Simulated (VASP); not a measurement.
# BiW (CsCl type) (Pm-3m) in VASP: further runs, part 2 of 4

VASP 6.6.1. The steps go on from the part before.

### Step 4. Single point, LDA (volume scaled by 0.5)

Input file INCAR:

```
PREC = Accurate
ENCUT = 520
EDIFF = 1E-6
ISMEAR = -1
SIGMA = 0.1
LREAL = F
LASPH = T
NELM = 60
ALGO = Normal
ISIF = 2
LWAVE = F
LCHARG = F
GGA = CA
NBANDS = 22
```

Input file KPOINTS:

```
Automatic mesh
0
Gamma
  11 11 11
```

Input file POSCAR:

```
BiW
1.0
    2.6784737591      0.0000000000      0.0000000000
    0.0000000000      2.6784737591      0.0000000000
    0.0000000000      0.0000000000      2.6784737591
W Bi
1 1
Direct
    0.0000000000      0.0000000000      0.0000000000
    0.5000000000      0.5000000000      0.5000000000
```

Potentials or basis: VASP PAW LDA potentials, release 64 (W_sv, Bi_d).

The run is started by

```bash
$ cat potpaw_LDA.64/W_sv/POTCAR potpaw_LDA.64/Bi_d/POTCAR > POTCAR
$ mpirun -np 1 vasp_std > vasp.out
```

OUTCAR:

```text
PREC = Accurate
   ENCUT = 520
   EDIFF = 1E-6
   ISMEAR = -1
   LREAL = F
   LASPH = T
   NELM = 60
   ISIF = 2
   GGA = CA

 ion  position               nearest neighbor table
   1  0.000  0.000  0.000-   2 2.32   2 2.32   2 2.32   2 2.32   2 2.32   2 2.32   2 2.32   2 2.32

   2  0.500  0.500  0.500-   1 2.32   1 2.32   1 2.32   1 2.32   1 2.32   1 2.32   1 2.32   1 2.32

  LATTYP: Found a simple cubic cell.
 ALAT       =     2.6784737591

  Lattice vectors:

 A1 = (   2.6784737591,   0.0000000000,   0.0000000000)
 A2 = (   0.0000000000,   2.6784737591,   0.0000000000)
 A3 = (   0.0000000000,   0.0000000000,   2.6784737591)

Analysis of symmetry for initial positions (statically):
=====================================================================
 Subroutine PRICEL returns:
 Original cell was already a primitive cell.

 Routine SETGRP: Setting up the symmetry group for a
 simple cubic supercell.

 Subroutine GETGRP returns: Found 48 space group operations
 (whereof 48 operations were pure point group operations)
 out of a pool of 48 trial point group operations.

The static configuration has the point symmetry O_h .

Analysis of symmetry for dynamics (positions and initial velocities):
=====================================================================
 Subroutine PRICEL returns:
 Original cell was already a primitive cell.

 Routine SETGRP: Setting up the symmetry group for a
 simple cubic supercell.

 Subroutine GETGRP returns: Found 48 space group operations
 (whereof 48 operations were pure point group operations)
 out of a pool of 48 trial point group operations.

The dynamic configuration has the point symmetry O_h .

 Subroutine INISYM returns: Found 48 space group operations
 (whereof 48 operations are pure point group operations),
 and found     1 'primitive' translations

----------------------------------------------------------------------------------------

                                     Primitive cell

  volume of cell :      19.2160

  direct lattice vectors                    reciprocal lattice vectors
     2.678473759  0.000000000  0.000000000     0.373346947  0.000000000  0.000000000
     0.000000000  2.678473759  0.000000000     0.000000000  0.373346947  0.000000000
     0.000000000  0.000000000  2.678473759     0.000000000  0.000000000  0.373346947

  length of vectors
     2.678473759  2.678473759  2.678473759     0.373346947  0.373346947  0.373346947

  position of ions in fractional coordinates (direct lattice)
     0.000000000  0.000000000  0.000000000
     0.500000000  0.500000000  0.500000000

  ion indices of the primitive-cell ions
   primitive index   ion index
                 1           1
                 2           2

----------------------------------------------------------------------------------------

 KPOINTS: Automatic mesh

Automatic generation of k-mesh.
 Grid dimensions read from file:
 generate k-points for:   11   11   11

 Generating k-lattice:

  Cartesian coordinates                     Fractional coordinates (reciprocal lattice)
     0.033940632  0.000000000  0.000000000     0.090909091  0.000000000  0.000000000
     0.000000000  0.033940632  0.000000000     0.000000000  0.090909091  0.000000000
     0.000000000  0.000000000  0.033940632     0.000000000  0.000000000  0.090909091

  Length of vectors
     0.033940632  0.033940632  0.033940632

  Shift w.r.t. Gamma in fractional coordinates (k-lattice)
     0.000000000  0.000000000  0.000000000

 Subroutine IBZKPT returns following result:
 ===========================================

 Found     56 irreducible k-points:

 Following reciprocal coordinates:
            Coordinates               Weight
  0.000000  0.000000  0.000000      1.000000
  0.090909  0.000000  0.000000      6.000000
  0.181818  0.000000  0.000000      6.000000
  0.272727  0.000000  0.000000      6.000000
  0.363636  0.000000  0.000000      6.000000
  0.454545  0.000000  0.000000      6.000000
[... 16 lines left out ...]
  0.181818  0.090909  0.090909     24.000000
  0.272727  0.090909  0.090909     24.000000
 [... further k-points ...]
   k-points           NKPTS =     56   k-points in BZ     NKDIM =     56   number of bands    NBANDS=     22
   number of dos      NEDOS =    301   number of ions     NIONS =      2
   total plane-waves  NPLWV =   8000
   dimension x,y,z NGX =    20 NGY =   20 NGZ =   20
   dimension x,y,z NGXF=    40 NGYF=   40 NGZF=   40
   ions per type =               1   1
   NGX,Y,Z   is equivalent  to a cutoff of  12.41, 12.41, 12.41 a.u.
   NGXF,Y,Z  is equivalent  to a cutoff of  24.83, 24.83, 24.83 a.u.
 SYSTEM =  unknown system
   PREC   = accura    normal or accurate (medium, high low for compatibility)
   ISTART =      0    job   : 0-new  1-cont  2-samecut
   ICHARG =      2    charge: 1-file 2-atom 10-const
   ISPIN  =      1    spin polarized calculation?
   LNONCOLLINEAR =      F non collinear calculations
   LSORBIT =      F    spin-orbit coupling
   LASPH  =      T    aspherical Exc in radial PAW
   ENCUT  =  520.0 eV  38.22 Ry    6.18 a.u.   4.98  4.98  4.98*2*pi/ulx,y,z
   NELM   =     60;   NELMIN=  2; NELMDL= -5     # of ELM steps
   EDIFF  = 0.1E-05   stopping-criterion for ELM
   LREAL  =      F    real-space projection
   EDIFFG = 0.1E-04   stopping-criterion for IOM
   NSW    =      0    number of steps for IOM
   IBRION =     -1    ionic relax: 0-MD 1-quasi-New 2-CG
   NFREE  =      0    steps in history (QN), initial steepest desc. (CG)
   ISIF   =      2    stress and relaxation
   ISYM   =      2    0-nonsym 1-usesym 2-fastsym
   POTIM  = 0.5000    time-step for ionic-motion
   TEBEG  =    0.0;   TEEND  =   0.0 temperature during run
   PSTRESS=    0.0 pullay stress
   NELECT =      29.0000    total number of electrons
   NUPDOWN=      -1.0000    fix difference up-down
   EMIN   =  10.00;   EMAX   =-10.00  energy-range for DOS
   EFERMI =   0.00;   METHOD = LEGACY
   ISMEAR =    -1;   SIGMA  =   0.10  broadening in eV -4-tet -1-fermi 0-gaus
   EFERMI_NEDOS =   21; number of points for ismear=-14 and -15
   IALGO  =     38    algorithm
   IMIX   =      4    mixing-type and parameters
     AMIX     =   0.40;   BMIX     =  1.00
     AMIX_MAG =   1.60;   BMIX_MAG =  1.00
  volume/ion in A,a.u.               =       9.61        64.84
  Fermi-wavevector in a.u.,A,eV,Ry     =   1.877818  3.548561 47.976856  3.526199
  Thomas-Fermi vector in A             =   2.922003
   LORBIT       =      0    0 simple, 1 ext, 2 COOP (PROOUT), +10 PAW based schemes
   GGA     = CA    functional components
   LHFCALC =     F    Hartree Fock is set to
   AEXX    =    0.0000 exact exchange contribution
   IVDW    =     0    specifies the selected vdW correction
   LEPSILON=     F    determine dielectric tensor
   LRPA    =     F    only Hartree local field effects (RPA)
 non-spin polarized calculation
  energy-cutoff  :      520.00
  volume of cell :       19.22
 maximum number of plane-waves:       528
 NGX is ok and might be reduce to    20
   NGX =  9   NGY =  9   NGZ =  9

 number of electron      29.0000006 magnetization

 Free energy of the ion-electron system (eV)
  ---------------------------------------------------
  ext. energy  EPLUGINS =         0.00000000
  ---------------------------------------------------
  free energy    TOTEN  =         2.46238850 eV

  energy without entropy =        2.50405231  energy(sigma->0) =        2.48322041

 E-fermi :  26.7893     XC(G=0): -17.1209

 val. band max:       26.7710620558   @ k =   0.4545   0.1818   0.0000
 cond. band min:      26.7970915478   @ k =   0.4545   0.4545   0.0909
 fundamental gap:      0.0260294921
 Fermi energy:        26.7893395642

 k-point     1 :       0.0000    0.0000    0.0000
  band No.  band energies     occupation
      1     -46.5609      2.00000
      2     -11.4362      2.00000
      3     -11.4362      2.00000
      4     -11.4362      2.00000
      5      -0.8691      2.00000
      6      -0.8691      2.00000
[... 14 lines left out ...]
     21      37.1739      0.00000
     22      42.1091      0.00000

 k-point     2 :       0.0909    0.0000    0.0000
  band No.  band energies     occupation
      1     -46.5506      2.00000
      2     -11.6206      2.00000
      3     -11.4424      2.00000
      4     -11.4424      2.00000
      5      -0.8425      2.00000
      6      -0.7144      2.00000
[... 14 lines left out ...]
     21      37.8009      0.00000
     22      42.7910      0.00000
[... 523 lines left out ...]
     21      39.3302      0.00000
     22      43.9921      0.00000

 k-point    24 :       0.2727    0.0909    0.0909
  band No.  band energies     occupation
      1     -46.4692      2.00000
      2     -12.6020      2.00000
      3     -11.6113      2.00000
      4     -11.5923      2.00000
      5      -0.4814      2.00000
      6       0.3346      2.00000
[... 14 lines left out ...]
     21      41.7752      0.00000
     22      43.9582      0.00000

 [... further k-points ...]
[... 5 lines left out ...]
  --------------------------------------------------------------------------------------
  -------------------------------------------------------------------------------------
  Total       71.6020120     71.6020120     71.6020120      0.0000000     -0.0000000     -0.0000000
  in kB     5969.9902282   5969.9902282   5969.9902282      0.0000000     -0.0000000     -0.0000000
  external PRESSURE =    5969.9902282 kB  Pullay stress =       0.0000000 kB

 VOLUME and BASIS-vectors are now :
 -----------------------------------------------------------------------------
  energy-cutoff  :      520.00
  volume of cell :       19.22
      direct lattice vectors                 reciprocal lattice vectors
     2.678473759  0.000000000  0.000000000     0.373346947  0.000000000  0.000000000
     0.000000000  2.678473759  0.000000000     0.000000000  0.373346947  0.000000000
     0.000000000  0.000000000  2.678473759     0.000000000  0.000000000  0.373346947

 POSITION                                       TOTAL-FORCE (eV/Angst)
 -----------------------------------------------------------------------------------
      0.00000      0.00000      0.00000         0.000000      0.000000      0.000000
      1.33924      1.33924      1.33924         0.000000      0.000000      0.000000
 -----------------------------------------------------------------------------------
    total drift:                               -0.000000      0.000000     -0.000000

  FREE ENERGIE OF THE ION-ELECTRON SYSTEM (eV)
  ---------------------------------------------------
  free  energy   TOTEN  =         2.4623885042 eV

  energy  without entropy=        2.5040523123  energy(sigma->0) =        2.48322041
```

stdout:

```text
POSCAR found type information on POSCAR W Bi
 POSCAR found :  2 types and       2 ions
 scaLAPACK will be used
 LDA part: xc-table for (Slater(with rela. corr.)+CA(PZ))
 , standard interpolation
 POSCAR, INCAR and KPOINTS ok, starting setup
 FFT: planning ... GRIDC
 FFT: planning ... GRID_SOFT
 FFT: planning ... GRID
 WAVECAR not read
 entering main loop
```

Wall time 11 s (1 thread of Intel Xeon Platinum 8375C at 2.90GHz (Ice Lake), shared host); peak memory 0.13 GiB.

What came out:

* Free energy: 2.4624 eV
* Pressure: 597.0 GPa

Levels at points of the mesh, in eV from the Fermi level:
```csv
k point,band 12,band 13,band 14,band 15,band 16,band 17,band 18,band 19
"(0.00, 0.00, 0.00)",-6.64,1.98,1.98,1.98,2.75,2.75,2.75,10.38
```

Caveat: spin-orbit coupling is left out, which moves the levels of the heavy elements.

(Continued in part 3 of 4.)
